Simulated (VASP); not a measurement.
# Pb (Fm-3m) in VASP: settings compared

The runs below take Pb through single point, with PBE+D4, PBEsol+D3(BJ).

All numbers are computed with VASP 6.6.1; they aren't measurements. Logs are shortened: lines on timing, memory, paths and dates and some standing lists are left out, and cuts for length are marked.

## (1) The cell of the first run

It takes space group Fm-3m (No. 225, cubic). Conventional cell: a = 4.883 Å, b = 4.883 Å, c = 4.883 Å, α = 90.00°, β = 90.00°, γ = 90.00°. Within 4.5 Å of Pb (site symmetry m-3m) lie 12 Pb at 3.45 Å.

## (2) Single point, PBE+D4

The input, INCAR:

```
SYSTEM = Pb
ALGO = Fast
EDIFF = 1E-7
ENCUT = 520
GGA = PE
ISIF = 2
ISMEAR = -1
IVDW = 13
LASPH = .True.
LCHARG = .False.
LREAL = .False.
LWAVE = .False.
NBANDS = 13
NELM = 100
PREC = Accurate
SIGMA = 0.05
```

The input, KPOINTS:

```
k-points
0
Gamma
  9 9 9
  0 0 0
```

The input, POSCAR:

```
Pb
1.0
    0.0000000000      2.4415696833      2.4415696833
    2.4415696833      0.0000000000      2.4415696833
    2.4415696833      2.4415696833      0.0000000000
Pb
1
Direct
    0.0000000000      0.0000000000      0.0000000000
```

Potentials or basis: VASP PAW PBE potentials, release 64 (Pb_d).

On the command line:

```sh
> cat potpaw_PBE.64/Pb_d/POTCAR > POTCAR
> mpirun -np 1 vasp_std > vasp.out
```

OUTCAR:

```text
SYSTEM = Pb
   EDIFF = 1E-7
   ENCUT = 520
   GGA = PE
   ISIF = 2
   ISMEAR = -1
   IVDW = 13
   LASPH = .True.
   LREAL = .False.
   NELM = 100
   PREC = Accurate

 ion  position               nearest neighbor table
   1  0.000  0.000  0.000-

  LATTYP: Found a face centered cubic cell.
 ALAT       =     4.8831393666

  Lattice vectors:

 A1 = (   0.0000000000,   2.4415696833,   2.4415696833)
 A2 = (   2.4415696833,   0.0000000000,   2.4415696833)
 A3 = (   2.4415696833,   2.4415696833,   0.0000000000)

Analysis of symmetry for initial positions (statically):
[... 5 lines left out ...]
 face centered cubic supercell.

 Subroutine GETGRP returns: Found 48 space group operations
 (whereof 48 operations were pure point group operations)
 out of a pool of 48 trial point group operations.

The static configuration has the point symmetry O_h .

Analysis of symmetry for dynamics (positions and initial velocities):
[... 5 lines left out ...]
 face centered cubic supercell.

 Subroutine GETGRP returns: Found 48 space group operations
 (whereof 48 operations were pure point group operations)
 out of a pool of 48 trial point group operations.

The dynamic configuration has the point symmetry O_h .

 Subroutine INISYM returns: Found 48 space group operations
 (whereof 48 operations are pure point group operations),
 and found     1 'primitive' translations

----------------------------------------------------------------------------------------

                                     Primitive cell

  volume of cell :      29.1097

  direct lattice vectors                    reciprocal lattice vectors
     0.000000000  2.441569683  2.441569683    -0.204786291  0.204786291  0.204786291
     2.441569683  0.000000000  2.441569683     0.204786291 -0.204786291  0.204786291
     2.441569683  2.441569683  0.000000000     0.204786291  0.204786291 -0.204786291

  length of vectors
     3.452900960  3.452900960  3.452900960     0.354700261  0.354700261  0.354700261

  position of ions in fractional coordinates (direct lattice)
     0.000000000  0.000000000  0.000000000

  ion indices of the primitive-cell ions
   primitive index   ion index
                 1           1

----------------------------------------------------------------------------------------

 KPOINTS: k-points

Automatic generation of k-mesh.
 Grid dimensions read from file:
 generate k-points for:    9    9    9

 Generating k-lattice:

  Cartesian coordinates                     Fractional coordinates (reciprocal lattice)
    -0.022754032  0.022754032  0.022754032     0.111111111  0.000000000  0.000000000
     0.022754032 -0.022754032  0.022754032     0.000000000  0.111111111  0.000000000
     0.022754032  0.022754032 -0.022754032     0.000000000  0.000000000  0.111111111

  Length of vectors
     0.039411140  0.039411140  0.039411140

  Shift w.r.t. Gamma in fractional coordinates (k-lattice)
     0.000000000  0.000000000  0.000000000

 Subroutine IBZKPT returns following result:
 ===========================================

 Found     35 irreducible k-points:

 Following reciprocal coordinates:
            Coordinates               Weight
  0.000000  0.000000  0.000000      1.000000
  0.111111  0.000000  0.000000      8.000000
  0.222222  0.000000  0.000000      8.000000
  0.333333  0.000000  0.000000      8.000000
  0.444444  0.000000  0.000000      8.000000
  0.111111  0.111111  0.000000      6.000000
[... 16 lines left out ...]
 -0.333333  0.333333  0.000000     12.000000
  0.444444  0.444444  0.000000      6.000000
 [... further k-points ...]
   k-points           NKPTS =     35   k-points in BZ     NKDIM =     35   number of bands    NBANDS=     13
   number of dos      NEDOS =    301   number of ions     NIONS =      1
   total plane-waves  NPLWV =  21952
   dimension x,y,z NGX =    28 NGY =   28 NGZ =   28
   dimension x,y,z NGXF=    56 NGYF=   56 NGZF=   56
   ions per type =               1
   NGX,Y,Z   is equivalent  to a cutoff of  13.48, 13.48, 13.48 a.u.
   NGXF,Y,Z  is equivalent  to a cutoff of  26.96, 26.96, 26.96 a.u.
 SYSTEM =  Pb
   PREC   = accura    normal or accurate (medium, high low for compatibility)
   ISTART =      0    job   : 0-new  1-cont  2-samecut
   ICHARG =      2    charge: 1-file 2-atom 10-const
   ISPIN  =      1    spin polarized calculation?
   LNONCOLLINEAR =      F non collinear calculations
   LSORBIT =      F    spin-orbit coupling
   LASPH  =      T    aspherical Exc in radial PAW
   ENCUT  =  520.0 eV  38.22 Ry    6.18 a.u.   6.42  6.42  6.42*2*pi/ulx,y,z
   NELM   =    100;   NELMIN=  2; NELMDL= -5     # of ELM steps
   EDIFF  = 0.1E-06   stopping-criterion for ELM
   LREAL  =      F    real-space projection
   EDIFFG = 0.1E-05   stopping-criterion for IOM
   NSW    =      0    number of steps for IOM
   IBRION =     -1    ionic relax: 0-MD 1-quasi-New 2-CG
   NFREE  =      0    steps in history (QN), initial steepest desc. (CG)
   ISIF   =      2    stress and relaxation
   ISYM   =      2    0-nonsym 1-usesym 2-fastsym
   POTIM  = 0.5000    time-step for ionic-motion
   TEBEG  =    0.0;   TEEND  =   0.0 temperature during run
   PSTRESS=    0.0 pullay stress
   NELECT =      14.0000    total number of electrons
   NUPDOWN=      -1.0000    fix difference up-down
   EMIN   =  10.00;   EMAX   =-10.00  energy-range for DOS
   EFERMI =   0.00;   METHOD = LEGACY
   ISMEAR =    -1;   SIGMA  =   0.05  broadening in eV -4-tet -1-fermi 0-gaus
   EFERMI_NEDOS =   21; number of points for ismear=-14 and -15
   IALGO  =     68    algorithm
   IMIX   =      4    mixing-type and parameters
     AMIX     =   0.40;   BMIX     =  1.00
     AMIX_MAG =   1.60;   BMIX_MAG =  1.00
  volume/ion in A,a.u.               =      29.11       196.44
  Fermi-wavevector in a.u.,A,eV,Ry     =   1.282641  2.423840 22.383862  1.645167
  Thomas-Fermi vector in A             =   2.414940
   LORBIT       =      0    0 simple, 1 ext, 2 COOP (PROOUT), +10 PAW based schemes
   GGA     = PE    functional components
   LHFCALC =     F    Hartree Fock is set to
   AEXX    =    0.0000 exact exchange contribution
   IVDW    =    13    specifies the selected vdW correction
   LEPSILON=     F    determine dielectric tensor
   LRPA    =     F    only Hartree local field effects (RPA)
 non-spin polarized calculation
 RMM-DIIS sequential band-by-band and
  energy-cutoff  :      520.00
  volume of cell :       29.11
 maximum number of plane-waves:       801
 NGX is ok and might be reduce to    28
   NGX = 13   NGY = 13   NGZ = 13

 number of electron      13.9999999 magnetization

 Free energy of the ion-electron system (eV)
  ---------------------------------------------------
  ext. energy  EPLUGINS =         0.00000000
  ---------------------------------------------------
  free energy    TOTEN  =        -3.54454765 eV

  energy without entropy =       -3.54142033  energy(sigma->0) =       -3.54298399

 E-fermi :   7.5846     XC(G=0): -10.3831

 val. band max:        7.5845277061   @ k =  -0.2222   0.3333   0.1111
 cond. band min:       7.8200468399   @ k =   0.3333   0.3333   0.0000
 fundamental gap:      0.2355191338
 Fermi energy:         7.5845811114

 k-point     1 :       0.0000    0.0000    0.0000
  band No.  band energies     occupation
      1      -9.3588      2.00000
      2      -9.3588      2.00000
      3      -9.3588      2.00000
      4      -9.1999      2.00000
      5      -9.1999      2.00000
      6      -4.2907      2.00000
      7      15.4935      0.00000
      8      15.4935      0.00000
      9      15.4935      0.00000
     10      17.5338      0.00000
     11      19.6113      0.00000
     12      20.5404      0.00000
     13      20.5404      0.00000

 k-point     2 :       0.1111    0.0000    0.0000
  band No.  band energies     occupation
      1      -9.3601      2.00000
      2      -9.3404      2.00000
      3      -9.3404      2.00000
      4      -9.2003      2.00000
      5      -9.2003      2.00000
      6      -4.0424      2.00000
      7      13.0308      0.00000
      8      15.1987      0.00000
      9      15.1987      0.00000
     10      17.2095      0.00000
     11      20.4778      0.00000
     12      21.0686      0.00000
     13      21.0702      0.00000

 k-point     3 :       0.2222    0.0000    0.0000
  band No.  band energies     occupation
      1      -9.3677      2.00000
      2      -9.3185      2.00000
      3      -9.3185      2.00000
      4      -9.1753      2.00000
      5      -9.1753      2.00000
      6      -3.2966      2.00000
      7       9.4311      0.00000
      8      14.5710      0.00000
      9      14.5710      0.00000
     10      16.9307      0.00000
     11      19.8045      0.00000
     12      20.6253      0.00000
     13      20.6256      0.00000

 k-point     4 :       0.3333    0.0000    0.0000
  band No.  band energies     occupation
      1      -9.3831      2.00000
      2      -9.3293      2.00000
      3      -9.3293      2.00000
      4      -9.1091      2.00000
      5      -9.1091      2.00000
      6      -2.0903      2.00000
      7       6.1836      2.00000
      8      13.9666      0.00000
      9      13.9666      0.00000
     10      16.8468      0.00000
     11      18.5284      0.00000
     12      19.7166      0.00000
     13      19.7166      0.00000

 k-point     5 :       0.4444    0.0000    0.0000
  band No.  band energies     occupation
      1      -9.3965      2.00000
      2      -9.3446      2.00000
      3      -9.3446      2.00000
      4      -9.0568      2.00000
      5      -9.0568      2.00000
      6      -0.7224      2.00000
      7       3.7719      2.00000
      8      13.6069      0.00000
      9      13.6069      0.00000
     10      16.9606      0.00000
     11      17.7267      0.00000
     12      19.2593      0.00000
     13      19.2593      0.00000

 k-point     6 :       0.1111    0.1111    0.0000
  band No.  band energies     occupation
      1      -9.3809      2.00000
      2      -9.3207      2.00000
      3      -9.3207      2.00000
      4      -9.2235      2.00000
      5      -9.1839      2.00000
      6      -3.9599      2.00000
      7      13.8008      0.00000
      8      14.2431      0.00000
      9      14.2431      0.00000
     10      16.7384      0.00000
     11      19.4685      0.00000
     12      21.9034      0.00000
     13      21.9920      0.00000

 k-point     7 :       0.2222    0.1111    0.0000
  band No.  band energies     occupation
      1      -9.3917      2.00000
      2      -9.2939      2.00000
      3      -9.2866      2.00000
      4      -9.2310      2.00000
      5      -9.1571      2.00000
      6      -3.3799      2.00000
      7      10.6696      0.00000
      8      13.3752      0.00000
      9      13.9277      0.00000
     10      16.9607      0.00000
     11      18.1730      0.00000
     12      21.3441      0.00000
     13      22.4201      0.00000
[... 193 lines left out ...]
 k-point    20 :       0.3333    0.3333    0.0000
  band No.  band energies     occupation
      1      -9.4993      2.00000
      2      -9.3777      2.00000
      3      -9.1028      2.00000
      4      -9.1028      2.00000
      5      -9.0963      2.00000
      6      -1.3548      2.00000
      7       7.8200      0.01786
      8      10.7676      0.00000
      9      10.7676      0.00000
     10      14.1683      0.00000
     11      14.9355      0.00000
     12      26.1114      0.00000
     13      26.3653      0.00000

 k-point    21 :       0.4444    0.3333    0.0000
  band No.  band energies     occupation
      1      -9.4994      2.00000
      2      -9.3970      2.00000
      3      -9.1132      2.00000
      4      -9.0769      2.00000
      5      -9.0397      2.00000
      6      -0.2584      2.00000
      7       6.1820      2.00000
      8       9.1888      0.00000
      9      10.4477      0.00000
     10      14.1162      0.00000
     11      15.9540      0.00000
     12      25.0511      0.00000
     13      25.4171      0.00000

 k-point    22 :      -0.4444    0.3333    0.0000
  band No.  band energies     occupation
      1      -9.4650      2.00000
      2      -9.3509      2.00000
      3      -9.1337      2.00000
      4      -9.1122      2.00000
      5      -9.0426      2.00000
      6       0.7517      2.00000
      7       5.2042      2.00000
      8       7.2575      1.99712
      9      10.7141      0.00000
     10      14.2987      0.00000
     11      18.6296      0.00000
     12      24.1485      0.00000
     13      24.3742      0.00000

 k-point    23 :      -0.3333    0.3333    0.0000
  band No.  band energies     occupation
      1      -9.4238      2.00000
      2      -9.2464      2.00000
      3      -9.1930      2.00000
      4      -9.1653      2.00000
      5      -9.0925      2.00000
      6       0.5943      2.00000
      7       5.8561      2.00000
      8       6.1178      2.00000
      9      11.5363      0.00000
     10      14.7890      0.00000
     11      21.8000      0.00000
     12      23.3917      0.00000
     13      23.4322      0.00000

 k-point    24 :       0.4444    0.4444    0.0000
  band No.  band energies     occupation
      1      -9.5400      2.00000
      2      -9.4392      2.00000
      3      -9.0655      2.00000
      4      -9.0223      2.00000
      5      -9.0223      2.00000
      6       0.5894      2.00000
      7       4.9391      2.00000
      8       9.9483      0.00000
      9       9.9483      0.00000
     10      13.3482      0.00000
     11      14.5733      0.00000
     12      26.2465      0.00000
     13      28.1977      0.00000

 [... further k-points ...]

------------------------ aborting loop because EDIFF is reached ----------------------------------------

  DFT-D4 for vdW energy calculation

  Edisp (eV):   -0.44793

  FORCE on cell =-STRESS in cart. coord.  units (eV):
  Direction    XX          YY          ZZ          XY          YZ          ZX
  --------------------------------------------------------------------------------------
  -------------------------------------------------------------------------------------
  Total       0.40603     0.40603     0.40603    -0.00000     0.00000     0.00000
  in kB      22.34774    22.34774    22.34774    -0.00000     0.00000     0.00000
  external pressure =       22.35 kB  Pullay stress =        0.00 kB

 VOLUME and BASIS-vectors are now :
 -----------------------------------------------------------------------------
  energy-cutoff  :      520.00
  volume of cell :       29.11
      direct lattice vectors                 reciprocal lattice vectors
     0.000000000  2.441569683  2.441569683    -0.204786291  0.204786291  0.204786291
     2.441569683  0.000000000  2.441569683     0.204786291 -0.204786291  0.204786291
     2.441569683  2.441569683  0.000000000     0.204786291  0.204786291 -0.204786291

 POSITION                                       TOTAL-FORCE (eV/Angst)
 -----------------------------------------------------------------------------------
      0.00000      0.00000      0.00000         0.000000      0.000000      0.000000
 -----------------------------------------------------------------------------------
    total drift:                                0.000000     -0.000000     -0.000000

  FREE ENERGIE OF THE ION-ELECTRON SYSTEM (eV)
  ---------------------------------------------------
  free  energy   TOTEN  =        -3.9924819573 eV

  energy  without entropy=       -3.9893546392  energy(sigma->0) =       -3.99091830
```

Run time: 18 s. Hardware: 1 thread of AMD EPYC 7R13 (Zen 3), shared host; peak memory 0.13 GiB.

What came out:

| Item | Value |
| --- | --- |
| Free energy | -3.9925 eV |
| Pressure | 2.2 GPa |
| Band gap on the k mesh | zero (band 7 reaches 15.49 eV, above the bottom of band 8 at 6.12 eV) |
| Dispersion energy per atom | -0.448 eV |

Levels at points of the mesh, in eV from the Fermi level:
| k point | band 5 | band 6 | band 7 | band 8 | band 9 | band 10 |
| --- | --- | --- | --- | --- | --- | --- |
| (0.00, 0.00, 0.00) | -16.78 | -11.88 | 7.91 | 7.91 | 7.91 | 9.95 |

Caveat: spin-orbit coupling is left out, which moves the levels of the heavy elements; pairwise dispersion overbinds metals, which lowers pressure and volume.

(Continued in part 2 of 2.)
